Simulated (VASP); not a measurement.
Set up this calculation in VASP 6.6.1, as the native input.

```yaml
Task: relaxation of shape and atoms at fixed volume
Functional: PBEsol
Potentials_or_basis: VASP PAW PBE potentials, release 64 (Te, Pt)
Cutoff: 600 eV
k_mesh: 12 × 12 × 8
Occupations: gaussian, width 0.1 eV
Spin: no spin polarisation
Dipole_correction: no
Further_INCAR_settings: ALGO = Normal; EDIFF = 1e-06; IBRION = 2; EDIFFG = -0.01; NSW = 50; ISIF = 4
```

The structure of TePt lies in POSCAR:

```
TePt
1.0
    4.3658563630      0.0000000000      0.0000000000
   -2.1829281815      3.7809425196      0.0000000000
    0.0000000000      0.0000000000      5.7038128443
Te Pt
2 2
Direct
    0.3333333333      0.6666666667      0.2500000000
    0.6666666667      0.3333333333      0.7500000000
    0.0000000000      0.0000000000      0.0000000000
    0.0000000000      0.0000000000      0.5000000000
```

This cell differs from its parent crystal: volume scaled by 1.10.

One way to write it, as run:

INCAR

```
SYSTEM = TePt
ALGO = Normal ; EDIFF = 1E-6
EDIFFG = -0.01 ; ENCUT = 600
GGA = PS ; IBRION = 2
ISIF = 4 ; ISMEAR = 0
LASPH = .True. ; LCHARG = .False.
LREAL = .False. ; LWAVE = .False.
NELM = 60 ; NSW = 50
PREC = Accurate ; SIGMA = 0.1
```

KPOINTS

```
k-points
0
Gamma
  12 12 8
  0 0 0
```

Potentials or basis: VASP PAW PBE potentials, release 64 (Te, Pt).

Command:

```console
$ cat potpaw_PBE.64/Te/POTCAR potpaw_PBE.64/Pt/POTCAR > POTCAR
$ mpirun -np 1 vasp_std > vasp.out
```

Results of the run:

The energy gained by relaxing is 0.1 meV/atom and the ionic steps are 3. The pressure after relaxing is -10.3 GPa and the band gap on the k mesh is zero (band 16 reaches 8.85 eV, above the bottom of band 17 at 7.54 eV).

Caveat: the PAW data sets were made with another functional, which shifts forces and pressure a little; spin-orbit coupling is left out, which moves the levels of the heavy elements.

Run time: 7.7 min on 1 thread of Oxide Virtual Turin-like Processor, with other jobs on the host, peak memory 0.36 GiB.
